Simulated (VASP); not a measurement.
# Sb (Pmma) in VASP: single point with PBE

Aim: the single point of Sb with PBE.

Program: VASP 6.6.1. These are calculated values, not measurements. Logs are shortened: lines on timing, memory, paths and dates and some standing lists are left out, and cuts for length are marked.

## Step 1: The cell of the first run

The structure is orthorhombic, space group Pmma (No. 51). Conventional cell: a = 3.689 Å, b = 4.311 Å, c = 3.628 Å, α = 90.00°, β = 90.00°, γ = 90.00°. Sb (site symmetry mm2) has 4 Sb at 2.51 to 2.67 Å within 3.3 Å.

## Step 2: Single point, PBE

The input, INCAR:

```
PREC = Accurate
ENCUT = 520
EDIFF = 1E-7
ISMEAR = 0
SIGMA = 0.1
LREAL = False
LASPH = True
NELM = 100
ALGO = Normal
ISIF = 2
LWAVE = False
LCHARG = False
GGA = PE
NBANDS = 12
```

The input, KPOINTS:

```
Automatic mesh
0
Gamma
  6 4 6
```

The input, POSCAR:

```
Sb
1.0
    3.6893270800      0.0000000000      0.0000000000
    0.0000000000      4.3105848800      0.0000000000
    0.0000000000      0.0000000000      3.6282589500
Sb
2
Direct
    0.2500000000      0.0000000000      0.7653114900
    0.7500000000      0.0000000000      0.2346885100
```

Potentials or basis: VASP PAW PBE potentials, release 64 (Sb).

Started as:

```
> cat potpaw_PBE.64/Sb/POTCAR > POTCAR
> mpirun -np 1 vasp_std > vasp.out
```

OUTCAR:

```text
PREC = Accurate
   ENCUT = 520
   EDIFF = 1E-7
   ISMEAR = 0
   LREAL = False
   LASPH = True
   NELM = 100
   ISIF = 2
   GGA = PE

 ion  position               nearest neighbor table
   1  0.250  0.000  0.765-   2 2.51   2 2.51   2 2.67   2 2.67
   2  0.750  0.000  0.235-   1 2.51   1 2.51   1 2.67   1 2.67

  LATTYP: Found a simple orthorhombic cell.
 ALAT       =     3.6282589500
 B/A-ratio  =     1.0168312490
 C/A-ratio  =     1.1880587740

  Lattice vectors:

 A1 = (   0.0000000000,   0.0000000000,   3.6282589500)
 A2 = (   3.6893270800,   0.0000000000,   0.0000000000)
 A3 = (   0.0000000000,   4.3105848800,   0.0000000000)

Analysis of symmetry for initial positions (statically):
=====================================================================
 Subroutine PRICEL returns:
 Original cell was already a primitive cell.

 Routine SETGRP: Setting up the symmetry group for a
 simple orthorhombic supercell.

 Subroutine GETGRP returns: Found  8 space group operations
 (whereof  4 operations were pure point group operations)
 out of a pool of  8 trial point group operations.

The static configuration has the point symmetry C_2h.
 The point group associated with its full space group is D_2h.

Analysis of symmetry for dynamics (positions and initial velocities):
=====================================================================
 Subroutine PRICEL returns:
 Original cell was already a primitive cell.

 Routine SETGRP: Setting up the symmetry group for a
 simple orthorhombic supercell.

 Subroutine GETGRP returns: Found  8 space group operations
 (whereof  4 operations were pure point group operations)
 out of a pool of  8 trial point group operations.

The dynamic configuration has the point symmetry C_2h.
 The point group associated with its full space group is D_2h.

 Subroutine INISYM returns: Found  8 space group operations
 (whereof  4 operations are pure point group operations),
 and found     1 'primitive' translations

----------------------------------------------------------------------------------------

                                     Primitive cell

  volume of cell :      57.7008

  direct lattice vectors                    reciprocal lattice vectors
     3.689327080  0.000000000  0.000000000     0.271052140  0.000000000  0.000000000
     0.000000000  4.310584880  0.000000000     0.000000000  0.231987080  0.000000000
     0.000000000  0.000000000  3.628258950     0.000000000  0.000000000  0.275614286

  length of vectors
     3.689327080  4.310584880  3.628258950     0.271052140  0.231987080  0.275614286

  position of ions in fractional coordinates (direct lattice)
     0.250000000  0.000000000  0.765311490
     0.750000000  0.000000000  0.234688510

  ion indices of the primitive-cell ions
   primitive index   ion index
                 1           1
                 2           2

----------------------------------------------------------------------------------------

 KPOINTS: Automatic mesh

Automatic generation of k-mesh.
 Grid dimensions read from file:
 generate k-points for:    6    4    6

 Generating k-lattice:

  Cartesian coordinates                     Fractional coordinates (reciprocal lattice)
     0.045175357  0.000000000  0.000000000     0.166666667  0.000000000  0.000000000
     0.000000000  0.057996770  0.000000000     0.000000000  0.250000000  0.000000000
     0.000000000  0.000000000  0.045935714     0.000000000  0.000000000  0.166666667

  Length of vectors
     0.045175357  0.057996770  0.045935714

  Shift w.r.t. Gamma in fractional coordinates (k-lattice)
     0.000000000  0.000000000  0.000000000

 Subroutine IBZKPT returns following result:
 ===========================================

 Found     48 irreducible k-points:

 Following reciprocal coordinates:
            Coordinates               Weight
  0.000000  0.000000  0.000000      1.000000
  0.166667  0.000000  0.000000      2.000000
  0.333333  0.000000  0.000000      2.000000
  0.500000  0.000000  0.000000      1.000000
  0.000000  0.250000  0.000000      2.000000
  0.166667  0.250000  0.000000      4.000000
[... 16 lines left out ...]
  0.333333  0.500000  0.166667      4.000000
  0.500000  0.500000  0.166667      2.000000
 [... further k-points ...]
   k-points           NKPTS =     48   k-points in BZ     NKDIM =     48   number of bands    NBANDS=     12
   number of dos      NEDOS =    301   number of ions     NIONS =      2
   total plane-waves  NPLWV =  25088
   dimension x,y,z NGX =    28 NGY =   32 NGZ =   28
   dimension x,y,z NGXF=    56 NGYF=   64 NGZF=   56
   ions per type =               2
   NGX,Y,Z   is equivalent  to a cutoff of  12.62, 12.34, 12.83 a.u.
   NGXF,Y,Z  is equivalent  to a cutoff of  25.23, 24.68, 25.66 a.u.
 SYSTEM =  unknown system
   PREC   = accura    normal or accurate (medium, high low for compatibility)
   ISTART =      0    job   : 0-new  1-cont  2-samecut
   ICHARG =      2    charge: 1-file 2-atom 10-const
   ISPIN  =      1    spin polarized calculation?
   LNONCOLLINEAR =      F non collinear calculations
   LSORBIT =      F    spin-orbit coupling
   LASPH  =      T    aspherical Exc in radial PAW
   ENCUT  =  520.0 eV  38.22 Ry    6.18 a.u.   6.86  8.01  6.75*2*pi/ulx,y,z
   NELM   =    100;   NELMIN=  2; NELMDL= -5     # of ELM steps
   EDIFF  = 0.1E-06   stopping-criterion for ELM
   LREAL  =      F    real-space projection
   EDIFFG = 0.1E-05   stopping-criterion for IOM
   NSW    =      0    number of steps for IOM
   IBRION =     -1    ionic relax: 0-MD 1-quasi-New 2-CG
   NFREE  =      0    steps in history (QN), initial steepest desc. (CG)
   ISIF   =      2    stress and relaxation
   ISYM   =      2    0-nonsym 1-usesym 2-fastsym
   POTIM  = 0.5000    time-step for ionic-motion
   TEBEG  =    0.0;   TEEND  =   0.0 temperature during run
   PSTRESS=    0.0 pullay stress
   NELECT =      10.0000    total number of electrons
   NUPDOWN=      -1.0000    fix difference up-down
   EMIN   =  10.00;   EMAX   =-10.00  energy-range for DOS
   EFERMI =   0.00;   METHOD = LEGACY
   ISMEAR =     0;   SIGMA  =   0.10  broadening in eV -4-tet -1-fermi 0-gaus
   EFERMI_NEDOS =   21; number of points for ismear=-14 and -15
   IALGO  =     38    algorithm
   IMIX   =      4    mixing-type and parameters
     AMIX     =   0.40;   BMIX     =  1.00
     AMIX_MAG =   1.60;   BMIX_MAG =  1.00
  volume/ion in A,a.u.               =      28.85       194.69
  Fermi-wavevector in a.u.,A,eV,Ry     =   0.912741  1.724831 11.334964  0.833096
  Thomas-Fermi vector in A             =   2.037172
   LORBIT       =      0    0 simple, 1 ext, 2 COOP (PROOUT), +10 PAW based schemes
   GGA     = PE    functional components
   LHFCALC =     F    Hartree Fock is set to
   AEXX    =    0.0000 exact exchange contribution
   IVDW    =     0    specifies the selected vdW correction
   LEPSILON=     F    determine dielectric tensor
   LRPA    =     F    only Hartree local field effects (RPA)
 non-spin polarized calculation
 Gauss-broadening in eV      SIGMA  =   0.10
  energy-cutoff  :      520.00
  volume of cell :       57.70
 maximum number of plane-waves:      1572
 NGX is ok and might be reduce to    28
   NGX = 13   NGY = 17   NGZ = 13

 number of electron      10.0000000 magnetization

 Free energy of the ion-electron system (eV)
  ---------------------------------------------------
  ext. energy  EPLUGINS =         0.00000000
  ---------------------------------------------------
  free energy    TOTEN  =        -5.11366386 eV

  energy without entropy =       -5.10663811  energy(sigma->0) =       -5.11015098

 E-fermi :   7.5402     XC(G=0):  -9.3776

 val. band max:        7.5345393840   @ k =   0.1667   0.0000   0.5000
 cond. band min:       7.5466222202   @ k =   0.1667   0.5000   0.3333
 fundamental gap:      0.0120828362
 Fermi energy:         7.5401770181

 k-point     1 :       0.0000    0.0000    0.0000
  band No.  band energies     occupation
      1      -7.0059      2.00000
      2       3.7052      2.00000
      3       3.8581      2.00000
      4       4.1106      2.00000
      5       4.8823      2.00000
      6       9.3956      0.00000
      7      10.0892      0.00000
      8      12.5296      0.00000
      9      15.4485      0.00000
     10      15.5098      0.00000
     11      16.9908      0.00000
     12      17.3111      0.00000

 k-point     2 :       0.1667    0.0000    0.0000
  band No.  band energies     occupation
      1      -6.6821      2.00000
      2       1.0423      2.00000
      3       4.2047      2.00000
      4       4.5472      2.00000
      5       6.9644      2.00000
      6       9.6634      0.00000
      7      11.2751      0.00000
      8      11.4065      0.00000
      9      13.3403      0.00000
     10      14.1003      0.00000
     11      16.6423      0.00000
     12      16.6517      0.00000

 k-point     3 :       0.3333    0.0000    0.0000
  band No.  band energies     occupation
      1      -5.7070      2.00000
      2      -1.7998      2.00000
      3       5.2260      2.00000
      4       5.8142      2.00000
      5       8.3810      0.00000
      6       8.9869      0.00000
      7      10.4162      0.00000
      8      10.5319      0.00000
      9      12.0266      0.00000
     10      13.6988      0.00000
     11      15.5034      0.00000
     12      17.4193      0.00000
[... 286 lines left out ...]
 k-point    23 :       0.3333    0.5000    0.1667
  band No.  band energies     occupation
      1      -5.1546      2.00000
      2      -1.2497      2.00000
      3       3.4267      2.00000
      4       3.5106      2.00000
      5       7.0545      2.00000
      6       7.5930      0.45539
      7      11.9701      0.00000
      8      12.4338      0.00000
      9      15.4018      0.00000
     10      15.5449      0.00000
     11      15.6821      0.00000
     12      17.9322      0.00000

 k-point    24 :       0.5000    0.5000    0.1667
  band No.  band energies     occupation
      1      -3.5144      2.00000
      2      -3.5144      2.00000
      3       5.0631      2.00000
      4       5.0631      2.00000
      5       5.2045      2.00000
      6       5.2045      2.00000
      7      13.5938      0.00000
      8      13.5938      0.00000
      9      13.6838      0.00000
     10      13.6838      0.00000
     11      19.3018      0.00000
     12      19.3018      0.00000

 [... further k-points ...]
[... 5 lines left out ...]
  --------------------------------------------------------------------------------------
  -------------------------------------------------------------------------------------
  Total       19.0834067     -0.6473386     18.4001647      0.0000000      0.0000000      0.0000000
  in kB      529.8889371    -17.9746510    510.9173569      0.0000000      0.0000000      0.0000000
  external PRESSURE =     340.9438810 kB  Pullay stress =       0.0000000 kB

 VOLUME and BASIS-vectors are now :
 -----------------------------------------------------------------------------
  energy-cutoff  :      520.00
  volume of cell :       57.70
      direct lattice vectors                 reciprocal lattice vectors
     3.689327080  0.000000000  0.000000000     0.271052140  0.000000000  0.000000000
     0.000000000  4.310584880  0.000000000     0.000000000  0.231987080  0.000000000
     0.000000000  0.000000000  3.628258950     0.000000000  0.000000000  0.275614286

 POSITION                                       TOTAL-FORCE (eV/Angst)
 -----------------------------------------------------------------------------------
      0.92233      0.00000      2.77675         0.000000      0.000000     -2.086114
      2.76700      0.00000      0.85151        -0.000000     -0.000000      2.086114
 -----------------------------------------------------------------------------------
    total drift:                               -0.000000      0.000000      0.000000

  FREE ENERGIE OF THE ION-ELECTRON SYSTEM (eV)
  ---------------------------------------------------
  free  energy   TOTEN  =        -5.1136638562 eV

  energy  without entropy=       -5.1066381054  energy(sigma->0) =       -5.11015098
```

Wall time 14 s (1 thread of AMD EPYC 9R45 (Zen 5), shared host); peak memory 0.14 GiB.

Results:

| Property | Result |
| --- | --- |
| Free energy | -5.1137 eV |
| Pressure | 34.1 GPa |
| Largest force | 2.086 eV/Å |
| Band gap on the k mesh | zero (band 5 reaches 9.27 eV, above the bottom of band 6 at 5.20 eV) |

Forces on the atoms (eV/Å):
```
Sb   0.000  0.000 -2.086
Sb   0.000  0.000  2.086
```

Levels at points of the mesh, in eV from the Fermi level:
```
           k point  band 1  band 2  band 3  band 4  band 5  band 6  band 7  band 8  band 9  band 10
(0.00, 0.00, 0.00)  -14.55   -3.83   -3.68   -3.43   -2.66    1.86    2.55    4.99    7.91     7.97
(0.50, 0.00, 0.00)  -11.62  -11.62   -0.68   -0.68    0.21    0.21    2.47    2.47    4.49     4.49
(0.00, 0.50, 0.00)  -14.33   -5.67   -3.68   -3.28   -2.27    2.91    3.19    7.07    7.39     7.96
(0.50, 0.50, 0.00)  -11.40  -11.40   -2.74   -2.74    0.40    0.40    2.87    2.87    8.96     8.96
(0.00, 0.00, 0.50)  -11.97  -11.03   -0.96   -0.52   -0.20    0.60    1.92    2.18    4.45     4.67
(0.50, 0.00, 0.50)   -9.19   -9.19   -7.36   -7.36    0.52    0.52    5.51    5.51    6.89     6.89
(0.00, 0.50, 0.50)  -11.76  -10.80   -2.95   -2.34   -0.35    0.80    2.29    2.56    8.45     9.00
(0.50, 0.50, 0.50)   -8.95   -8.95   -7.17   -7.17   -1.30   -1.30    2.64    2.64   13.07    13.07
```

Caveat: the k points lie up to 0.36 Å⁻¹ apart; spin-orbit coupling is left out, which moves the levels of the heavy elements; forces of over 1 eV/Å act on the atoms, so gaps and moduli don't describe the material at rest.
